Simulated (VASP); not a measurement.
# SiC (P3m1) in VASP: further runs, part 2 of 2

VASP 6.6.1.

## Step 3: Relaxation of cell and atoms, PBE

This run uses another cell than the first one: it holds 14 atoms, not 18.

INCAR reads:

```
SYSTEM = SiC
ALGO = Normal
EDIFF = 1E-6
EDIFFG = -0.01
ENCUT = 600
GGA = PE
IBRION = 2
ISIF = 3
ISMEAR = 0
LASPH = .TRUE.
LCHARG = .FALSE.
LREAL = .FALSE.
LWAVE = .FALSE.
NELM = 100
NSW = 65
PREC = Accurate
SIGMA = 0.02
```

KPOINTS reads:

```
k-points
0
G
  12 12 2
  0 0 0
```

POSCAR reads:

```
SiC
1.0
    3.0919380072      0.0000000000      0.0000000000
   -1.5459690036      2.6776968612      0.0000000000
    0.0000000000      0.0000000000     17.7600156748
Si C
7 7
Direct
    0.0000000000      0.0000000000      0.0000000000
    0.3333333333      0.6666666667      0.1428571429
    0.6666666667      0.3333333333      0.2857142857
    0.0000000000      0.0000000000      0.4285714286
    0.6666666667      0.3333333333      0.5714285714
    0.3333333333      0.6666666667      0.7142857143
    0.6666666667      0.3333333333      0.8571428571
    0.0000000000      0.0000000000      0.1071428571
    0.3333333333      0.6666666667      0.2500000000
    0.6666666667      0.3333333333      0.3928571429
    0.0000000000      0.0000000000      0.5357142857
    0.6666666667      0.3333333333      0.6785714286
    0.3333333333      0.6666666667      0.8214285714
    0.6666666667      0.3333333333      0.9642857143
```

Potentials or basis: VASP PAW PBE potentials, release 64 (Si, C).

On the command line:

```sh
> cat potpaw_PBE.64/Si/POTCAR potpaw_PBE.64/C/POTCAR > POTCAR
> mpirun -np 1 vasp_std > vasp.out
```

OUTCAR:

```text
SYSTEM = SiC
   EDIFF = 1E-6
   EDIFFG = -0.01
   ENCUT = 600
   GGA = PE
   IBRION = 2
   ISIF = 3
   ISMEAR = 0
   LASPH = .TRUE.
   LREAL = .FALSE.
   NELM = 100
   NSW = 65
   PREC = Accurate

 ion  position               nearest neighbor table
   1  0.000  0.000  0.000-  14 1.89  14 1.89  14 1.89   8 1.90   7 3.10   2 3.10   7 3.10   2 3.10
                             2 3.10   7 3.10
   2  0.333  0.667  0.143-   8 1.89   8 1.89   8 1.89   9 1.90   3 3.10   3 3.10   3 3.10   1 3.10
                             1 3.10   1 3.10
   3  0.667  0.333  0.286-   9 1.89   9 1.89   9 1.89  10 1.90   2 3.10   2 3.10   2 3.10   4 3.10
                             4 3.10   4 3.10
   4  0.000  0.000  0.429-  10 1.89  10 1.89  10 1.89  11 1.90   5 3.10   5 3.10   5 3.10   3 3.10
                             3 3.10   3 3.10
   5  0.667  0.333  0.571-  11 1.89  11 1.89  11 1.89  12 1.90   4 3.10   4 3.10   4 3.10   6 3.10
                             6 3.10   6 3.10
   6  0.333  0.667  0.714-  12 1.89  12 1.89  12 1.89  13 1.90   7 3.10   7 3.10   7 3.10   5 3.10
                             5 3.10   5 3.10
   7  0.667  0.333  0.857-  13 1.89  13 1.89  13 1.89  14 1.90   6 3.10   6 3.10   6 3.10   1 3.10
                             1 3.10   1 3.10
   8  0.000  0.000  0.107-   2 1.89   2 1.89   2 1.89   1 1.90
   9  0.333  0.667  0.250-   3 1.89   3 1.89   3 1.89   2 1.90
  10  0.667  0.333  0.393-   4 1.89   4 1.89   4 1.89   3 1.90
  11  0.000  0.000  0.536-   5 1.89   5 1.89   5 1.89   4 1.90
  12  0.667  0.333  0.679-   6 1.89   6 1.89   6 1.89   5 1.90
  13  0.333  0.667  0.821-   7 1.89   7 1.89   7 1.89   6 1.90
[... 220 lines left out ...]
  Total        0.3015750      0.3015750     -1.3048676     -0.0000000     -0.0000000      0.0000000
  in kB        3.2860216      3.2860216    -14.2180982     -0.0000000     -0.0000000      0.0000000
  external PRESSURE =      -2.5486850 kB  Pullay stress =       0.0000000 kB
[... 227 lines left out ...]
--------------------------------------- Ionic step        6  -------------------------------------------

 number of electron      56.0000000 magnetization

 Free energy of the ion-electron system (eV)
  ---------------------------------------------------
  ext. energy  EPLUGINS =         0.00000000
  ---------------------------------------------------
  free energy    TOTEN  =      -105.44291268 eV

  energy without entropy =     -105.44291268  energy(sigma->0) =     -105.44291268

 E-fermi :   8.1124     XC(G=0): -11.2941

 val. band max:        7.9942030888   @ k =   0.0000   0.0000   0.0000
 cond. band min:       9.6672952687   @ k =   0.5000   0.0000   0.0000
 fundamental gap:      1.6730921798
 Fermi energy:         8.1123801697

 k-point     1 :       0.0000    0.0000    0.0000
  band No.  band energies     occupation
      1      -7.3526      2.00000
      2      -6.9602      2.00000
      3      -6.9501      2.00000
      4      -5.8299      2.00000
      5      -5.8113      2.00000
      6      -4.2644      2.00000
[... 925 lines left out ...]
     35      13.3295      0.00000
     36      13.6916      0.00000

 [... further k-points ...]

------------------------ aborting loop because EDIFF is reached ----------------------------------------

  FORCE on cell =-STRESS in cart. coord.  units (eV):
  Direction    XX          YY          ZZ          XY          YZ          ZX
  --------------------------------------------------------------------------------------
  -------------------------------------------------------------------------------------
  Total       -0.0182677     -0.0182677     -0.0044711      0.0000000      0.0000000      0.0000000
  in kB       -0.1992814     -0.1992814     -0.0487753      0.0000000      0.0000000      0.0000000
  external PRESSURE =      -0.1491127 kB  Pullay stress =       0.0000000 kB
[... 29 lines left out ...]
  FREE ENERGIE OF THE ION-ELECTRON SYSTEM (eV)
  ---------------------------------------------------
  free  energy   TOTEN  =      -105.4429126841 eV

  energy  without entropy=     -105.4429126841  energy(sigma->0) =     -105.44291268

 reached required accuracy - stopping structural energy minimisation
```

OSZICAR:

```text
N       E                     dE             d eps       ncg     rms          rms(c)
DAV:   1     0.192588036709E+03    0.19259E+03   -0.28298E+04  2736   0.156E+03
DAV:   2    -0.101802682844E+03   -0.29439E+03   -0.28364E+03  3620   0.248E+02
DAV:   3    -0.117865532348E+03   -0.16063E+02   -0.16001E+02  3328   0.586E+01
[... 40 lines left out ...]
       N       E                     dE             d eps       ncg     rms          rms(c)
DAV:   1    -0.105442913725E+03   -0.24010E-04   -0.20752E-03  2784   0.251E-01    0.129E-02
DAV:   2    -0.105442914304E+03   -0.57901E-06   -0.38300E-05  3384   0.316E-02    0.693E-03
DAV:   3    -0.105442912906E+03    0.13987E-05   -0.16839E-06  2504   0.124E-02    0.359E-03
DAV:   4    -0.105442912684E+03    0.22158E-06   -0.32483E-06  2356   0.987E-03
   6 F= -.10544291E+03 E0= -.10544291E+03  d E =-.231238E-04
```

Wall time 6.3 min (1 thread of Intel Xeon 6975P-C (Granite Rapids), shared host); peak memory 0.44 GiB.

Results:

```
Free energy                           : -105.4429 eV
Relaxed volume                        : 10.49 Å³/atom
Relaxed cell                          : a = 3.094 Å, b = 3.094 Å, c = 17.710 Å, α = 90.00°, β = 90.00°, γ = 120.00°
Space group after relaxing (to 0.1 Å) : P3m1 (No. 156)
Energy gained by relaxing             : 0.2 meV/atom
Ionic steps                           : 6
Pressure after relaxing               : 0.0 GPa
Largest force after relaxing          : 0.009 eV/Å
Band gap on the k mesh                : 1.67 eV (least direct gap 2.88 eV)
```

Forces in eV/Å, atoms in the order of the input:
```
Si   0.000  0.000  0.006
Si   0.000  0.000 -0.007
Si   0.000  0.000 -0.006
Si   0.000  0.000 -0.005
Si   0.000  0.000  0.002
Si   0.000  0.000  0.009
Si   0.000  0.000  0.008
C    0.000  0.000  0.000
C    0.000  0.000 -0.004
C    0.000  0.000 -0.006
C    0.000  0.000 -0.003
C    0.000  0.000  0.000
C    0.000  0.000  0.003
C    0.000  0.000  0.004
```

Step by step:
```tsv
step	energy change (eV)	largest force (eV/Å)	pressure (GPa)	volume (Å³)
1	0.0000	0.0992	-0.25	147.04
2	-0.0013	0.0962	0.26	146.68
3	-0.0024	0.0569	0.05	146.83
4	-0.0026	0.0315	0.00	146.86
5	-0.0027	0.0150	0.02	146.85
6	-0.0027	0.0088	-0.01	146.87
```

Final structure:
```
Si C
1.0
     3.09447    0.00000    0.00000
    -1.54724    2.67989    0.00000
     0.00000    0.00000   17.71024
Si C
7 7
Cartesian
  0.0000 0.0000 17.7096
  0.0000 1.7866 2.5292
  1.5472 0.8933 5.0578
  0.0000 0.0000 7.5894
  1.5472 0.8933 10.1191
  0.0000 1.7866 12.6497
  1.5472 0.8933 15.1809
  -1.5472 2.6799 1.8982
  0.0000 1.7866 4.4278
  1.5472 0.8933 6.9551
  0.0000 0.0000 9.4917
  1.5472 0.8933 12.0151
  0.0000 1.7866 14.5522
  1.5472 0.8933 17.0784
```

## Step 4: Relaxation of cell and atoms, PBE

This run uses another cell than the first one: it holds 14 atoms, not 18.

INCAR reads:

```
  ALGO = Normal
  EDIFF = 1E-7
  EDIFFG = -0.01
  ENCUT = 600
  GGA = PE
  IBRION = 2
  ISIF = 3
  ISMEAR = 0
  LASPH = T
  LCHARG = F
  LREAL = F
  LWAVE = F
  NELM = 60
  NSW = 65
  PREC = Accurate
  SIGMA = 0.02
```

KPOINTS reads:

```
k-points
0
Gamma
  12 12 2
```

POSCAR reads:

```
SiC
1.0
    3.0919380094      0.0000000000      0.0000000000
   -1.5459690047      2.6776968630      0.0000000000
    0.0000000000      0.0000000000     17.7600157161
Si C
7 7
Direct
    0.0000000000      0.0000000000      0.0000000000
    0.3333333333      0.6666666667      0.1428571429
    0.6666666667      0.3333333333      0.2857142857
    0.3333333333      0.6666666667      0.4285714286
    0.6666666667      0.3333333333      0.5714285714
    0.0000000000      0.0000000000      0.7142857143
    0.3333333333      0.6666666667      0.8571428571
    0.0000000000      0.0000000000      0.1071428571
    0.3333333333      0.6666666667      0.2500000000
    0.6666666667      0.3333333333      0.3928571429
    0.3333333333      0.6666666667      0.5357142857
    0.6666666667      0.3333333333      0.6785714286
    0.0000000000      0.0000000000      0.8214285714
    0.3333333333      0.6666666667      0.9642857143
```

On the command line:

```sh
> cat potpaw_PBE.64/Si/POTCAR potpaw_PBE.64/C/POTCAR > POTCAR
> mpirun -np 1 vasp_std > vasp.out
```

Wall time 10 min (1 thread of Intel Xeon 6975P-C (Granite Rapids), shared host); peak memory 0.45 GiB.

It converged, with:

| Property | Result |
| --- | --- |
| Free energy | -105.4296 eV |
| Relaxed volume | 10.49 Å³/atom |
| Relaxed cell | a = 3.093 Å, b = 3.093 Å, c = 17.728 Å, α = 90.00°, β = 90.00°, γ = 120.00° |
| Space group after relaxing (to 0.1 Å) | P3m1 (No. 156) |
| Energy gained by relaxing | 0.1 meV/atom |
| Ionic steps | 6 |
| Pressure after relaxing | 0.0 GPa |
| Largest force after relaxing | 0.007 eV/Å |
| Band gap on the k mesh | 1.99 eV (least direct gap 3.21 eV) |

Forces on the atoms (eV/Å):
```
Si   0.000  0.000 -0.002
Si   0.000  0.000  0.000
Si   0.000  0.000  0.004
Si   0.000  0.000  0.006
Si   0.000  0.000  0.007
Si   0.000  0.000 -0.005
Si   0.000  0.000 -0.004
C    0.000  0.000 -0.001
C    0.000  0.000  0.001
C    0.000  0.000  0.003
C    0.000  0.000  0.000
C    0.000  0.000 -0.001
C    0.000  0.000 -0.003
C    0.000  0.000 -0.005
```

Step by step:
| step | energy change (eV) | largest force (eV/Å) | pressure (GPa) | volume (Å³) |
| --- | --- | --- | --- | --- |
| 1 | 0.0000 | 0.1080 | -0.25 | 147.04 |
| 2 | -0.0012 | 0.0622 | 0.25 | 146.69 |
| 3 | -0.0014 | 0.0514 | 0.12 | 146.78 |
| 4 | -0.0016 | 0.0341 | -0.03 | 146.89 |
| 5 | -0.0016 | 0.0247 | 0.01 | 146.86 |
| 6 | -0.0016 | 0.0071 | -0.02 | 146.88 |

Final structure:
```yaml
crystal:
  lattice:
    - [3.09305, 0.00000, 0.00000]
    - [-1.54653, 2.67866, 0.00000]
    - [0.00000, 0.00000, 17.72788]
  atoms:
    - { symbol: Si, position: [0.00000, 0.00000, 0.00002] }
    - { symbol: Si, position: [0.33333, 0.66667, 0.14277] }
    - { symbol: Si, position: [0.66667, 0.33333, 0.28557] }
    - { symbol: Si, position: [0.33333, 0.66667, 0.42860] }
    - { symbol: Si, position: [0.66667, 0.33333, 0.57145] }
    - { symbol: Si, position: [0.00000, 0.00000, 0.71410] }
    - { symbol: Si, position: [0.33333, 0.66667, 0.85698] }
    - { symbol: C, position: [0.00000, 0.00000, 0.10741] }
    - { symbol: C, position: [0.33333, 0.66667, 0.24984] }
    - { symbol: C, position: [0.66667, 0.33333, 0.39296] }
    - { symbol: C, position: [0.33333, 0.66667, 0.53603] }
    - { symbol: C, position: [0.66667, 0.33333, 0.67861] }
    - { symbol: C, position: [0.00000, 0.00000, 0.82126] }
    - { symbol: C, position: [0.33333, 0.66667, 0.96439] }
```

Levels at points of the mesh, in eV from the valence-band top:
```tsv
k point	band 24	band 25	band 26	band 27	band 28	band 29	band 30	band 31	band 32	band 33
(0.00, 0.00, 0.00)	-0.23	-0.23	-0.07	0.00	0.00	4.91	4.99	5.63	5.65	6.13
(0.50, 0.00, 0.00)	-2.13	-1.95	-1.84	-1.30	-1.27	1.99	2.48	3.11	3.17	3.78
(0.00, 0.00, 0.50)	-0.52	-0.09	-0.09	-0.06	-0.06	4.88	5.04	5.44	5.98	6.06
(0.50, 0.00, 0.50)	-2.17	-1.68	-1.65	-1.60	-1.13	2.08	2.43	2.99	3.28	3.54
```

A k mesh can miss the band edges.

## Step 5: The runs side by side

```tsv
cell	gap on the mesh (eV)	pressure (GPa)	relaxed volume (Å³/atom)	largest force (eV/Å)
relaxed from a = 3.092, b = 3.092, c = 22.834 Å, angles 90.0, 90.0, 120.0°, 18 atoms, atomic positions A	1.94	0.0	10.49	0.01
relaxed from a = 3.092, b = 3.092, c = 17.760 Å, angles 90.0, 90.0, 120.0°, 14 atoms, atomic positions B	1.67	0.0	10.49	0.01
relaxed from a = 3.092, b = 3.092, c = 17.760 Å, angles 90.0, 90.0, 120.0°, 14 atoms, atomic positions C	1.99	0.0	10.49	0.01
```

Alike in all rows: task relaxation of cell and atoms; level PBE; potentials or basis VASP PAW PBE potentials, release 64 (Si, C); no spin polarisation; k mesh 12 × 12 × 2; cutoff (eV) 600; smearing gaussian 0.02 eV.

Total energies depend on the potentials used, so only differences within one code and one set of settings carry meaning.
